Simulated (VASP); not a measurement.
Crystal: CuO.

```
CELL_PARAMETERS angstrom
2.34465 -1.71340 0.00000
2.34465 1.71340 0.00000
-0.86055 0.00000 5.05944
ATOMIC_POSITIONS crystal
Cu 0.00320 0.49680 0.00000
Cu 0.49680 0.00320 0.50000
O 0.57140 0.40560 0.25370
O 0.40560 0.57140 0.75370
```

Base run:

```yaml
Program: VASP 6.6.1
Functional: r2SCAN
Potentials_or_basis: VASP PAW PBE potentials, release 64 (Cu, O)
Cutoff: 520 eV
k_mesh: 10 × 10 × 5
Occupations: fermi-dirac, width 0.05 eV
Spin: no spin polarisation
Hubbard_terms: Cu d U = 4.5 eV
```

Its results: band gap on the k mesh zero (bands 17 and 18 overlap by 0.61 eV); pressure -3.7 GPa; largest force 0.693 eV/Å.

Task: The run is repeated on the same cell with these changes: hubbard terms from Cu d U = 4.5 eV to none. What comes out?

Result: Band gap on the k mesh zero (bands 17 and 18 overlap by 0.59 eV); pressure -0.3 GPa; largest force 0.767 eV/Å.

Caveats: the PAW data sets were made with another functional, which shifts forces and pressure a little; the cell stands under tension (at least some runs); U without spin polarisation on a metal has little footing (at least some runs); semilocal functionals often make such compounds metallic where correlation or magnetic order opens a gap, which also shifts bond lengths (at least some runs).
